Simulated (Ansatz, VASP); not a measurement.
**Re: VASP beside Ansatz**

```
Re
1.0
     2.77013    0.00000    0.00000
    -1.38506    2.39900    0.00000
     0.00000    0.00000    4.50799
Re
2
Direct
  0.33333 0.66667 0.75000
  0.66667 0.33333 0.25000
```

Alike in both runs: task single point; functional HSE06; k mesh 8 × 8 × 6; occupations gaussian, width 0.05 eV; no spin polarisation.

|  | VASP | Ansatz |
| --- | --- | --- |
| version | VASP 6.6.1 | Ansatz 0.2.0 |
| potentials or method | VASP PAW PBE potentials, release 64 (Re), cutoff 520 eV | scalar-relativistic, plane waves, PAW |
| valence electrons in the cell | 14 | 30 |

Ansatz gave:

```
gap on the k mesh at the Fermi level (eV)                     : none
pressure (GPa)                                                : -11.2
traceless stress, the component that is largest in VASP (GPa) : -1.65
```

What did VASP give for the same quantities?

gap on the k mesh at the Fermi level (eV): none; pressure (GPa): -15.3; traceless stress, the component that is largest in VASP (GPa): -1.89.

A gap of «none» marks a metal or a gap that the smearing closes. One of these differences is far larger than is usual between the two programs; its cause wasn't traced. VASP's potentials hold 14 valence electrons a cell and Ansatz's 30, so a difference there can come from the potentials and not from the codes. Ansatz's warnings: filled band counts differ across k points, stress exchange threshold loose, stress scf threshold loose.

Spin-orbit coupling is off throughout.
